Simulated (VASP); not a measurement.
Input of a VASP 6.6.1 run:

The input INCAR:

```
SYSTEM = Nb
ALGO = Normal
EDIFF = 1E-6
ENCUT = 500
GGA = PE
GGA_COMPAT = .False.
ISIF = 2
ISMEAR = 0
LASPH = .True.
LCHARG = .True.
LELF = .True.
LREAL = .False.
LVHAR = .True.
LWAVE = .False.
NBANDS = 12
NELM = 120
PREC = Accurate
SIGMA = 0.027000000000000003
```

Contents of KPOINTS:

```
k-points
0
Gamma
  11 11 11
  0 0 0
```

File POSCAR:

```
Nb
1.0
   -1.6639500000      1.6639500000      1.6639500000
    1.6639500000     -1.6639500000      1.6639500000
    1.6639500000      1.6639500000     -1.6639500000
Nb
1
Direct
    0.0000000000      0.0000000000      0.0000000000
```

Potentials or basis: VASP PAW PBE potentials, release 64 (Nb_sv).

Command:

```sh
$ cat potpaw_PBE.64/Nb_sv/POTCAR > POTCAR
$ mpirun -np 1 vasp_std > vasp.out
```

Problem. What does it give for the pressure?

Solution. -2.1 GPa.
